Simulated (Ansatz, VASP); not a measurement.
**Mg2BiN3: VASP beside Ansatz**

```
Mg Bi N
1.0
     5.38905    0.00000    0.00000
    -2.69452    4.66705    0.00000
     0.00000    0.00000    3.07980
Mg Bi N
2 1 3
Direct
  0.33333 0.66667 0.00000
  0.66667 0.33333 0.00000
  0.00000 0.00000 0.00000
  0.50000 0.00000 0.50000
  0.50000 0.50000 0.50000
  0.00000 0.50000 0.50000
```

Change from the starting cell: species swapped into the YbB2Ru3 type (P6/mmm, No. 191).

Alike in both runs: functional PBE; k mesh 12 × 12 × 12; occupations gaussian, width 0.1 eV; no spin polarisation.

Ansatz relaxed the structure, and its values are those at the end. VASP's run is a single point on that final structure, the one shown.

|  | VASP | Ansatz |
| --- | --- | --- |
| version | VASP 6.6.1 | Ansatz 0.2.0 |
| potentials or method | VASP PAW PBE potentials, release 64 (Mg, Bi_d, N), cutoff 520 eV | scalar-relativistic, plane waves, PAW |
| valence electrons in the cell | 34 | 50 |

Ansatz gave:

- gap on the k mesh at the Fermi level (eV): none
- pressure (GPa): 0.0

Task: Estimate VASP's values.

Result: gap on the k mesh at the Fermi level (eV): none; pressure (GPa): -0.3.

A gap of «none» marks a metal or a gap that the smearing closes. VASP's potentials hold 34 valence electrons a cell and Ansatz's 50, so a difference there can come from the potentials and not from the codes.

Spin-orbit coupling is off throughout.
